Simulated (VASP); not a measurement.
Input of a VASP 6.6.1 run:

Contents of INCAR:

```
SYSTEM = Ta
  ALGO = Normal
  EDIFF = 1E-6
  ENCUT = 520
  GGA = CA
  GGA_COMPAT = .FALSE.
  ISIF = 2
  ISMEAR = -1
  LASPH = .TRUE.
  LCHARG = .TRUE.
  LDAU = .TRUE.
  LDAUJ = 0
  LDAUL = 2
  LDAUPRINT = 1
  LDAUTYPE = 2
  LDAUU = 4.5
  LMAXMIX = 4
  LNONCOLLINEAR = .TRUE.
  LORBIT = 11
  LORBMOM = .TRUE.
  LREAL = .FALSE.
  LSORBIT = .TRUE.
  LVHAR = .TRUE.
  LWAVE = .FALSE.
  MAGMOM = 0 0 0
  NBANDS = 22
  NELM = 150
  PREC = Accurate
  SIGMA = 0.01
```

The input KPOINTS:

```
k-points
0
G
  11 11 11
  0 0 0
```

Contents of POSCAR:

```
Ta
1.0
   -1.6512800000      1.6512800000      1.6512800000
    1.6512800000     -1.6512800000      1.6512800000
    1.6512800000      1.6512800000     -1.6512800000
Ta
1
Direct
    0.0000000000      0.0000000000      0.0000000000
```

Potentials or basis: VASP PAW LDA potentials, release 64 (Ta_pv).

Launch:

```sh
$ cat potpaw_LDA.64/Ta_pv/POTCAR > POTCAR
$ mpirun -np 1 vasp_ncl > vasp.out
```

(1) Predict the net moment.

(2) What does it give for the pressure?

## Answers

(1) 0.00 μB per cell.

(2) 6.7 GPa.

Caveat: the U is typed as a test and isn't derived for this compound.
